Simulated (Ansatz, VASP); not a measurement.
# NiO2: VASP beside Ansatz

```
CELL_PARAMETERS angstrom
2.84753 0.00000 0.00000
-1.42376 2.46603 0.00000
0.00000 0.00000 3.95949
ATOMIC_POSITIONS crystal
Ni 0.00000 0.00000 0.50000
O 0.66667 0.33333 0.75429
O 0.33333 0.66667 0.24571
```

Alike in both runs: task single point; functional LDA; k mesh 12 × 12 × 6; occupations gaussian, width 0.05 eV; no spin polarisation.

```csv
,VASP,Ansatz
version,VASP 6.6.1,Ansatz 0.2.0
potentials or method,"VASP PAW LDA potentials, release 64 (Ni_sv_GW, O), cutoff 700 eV","scalar-relativistic, plane waves, PAW"
valence electrons in the cell,30,30
```

|  | VASP | Ansatz | Ansatz less VASP |
| --- | --- | --- | --- |
| gap on the k mesh at the Fermi level (eV) | 0.37 | 0.38 | +0.016 |
| least direct gap on the mesh (eV) | 0.52 | 0.53 | +0.007 |
| pressure (GPa) | -22.9 | -23.3 | -0.40 |
| traceless stress, the component that is largest in VASP (GPa) | 1.97 | 2.54 | +0.565 |
| rms of the force components (eV/Å) | 0.976 | 1.017 | +0.0410 |

LDA's correlation is that of Perdew and Zunger in VASP and of Perdew and Wang (1992) in Ansatz. Atom by atom the forces differ by 0.041 eV/Å (rms over components).
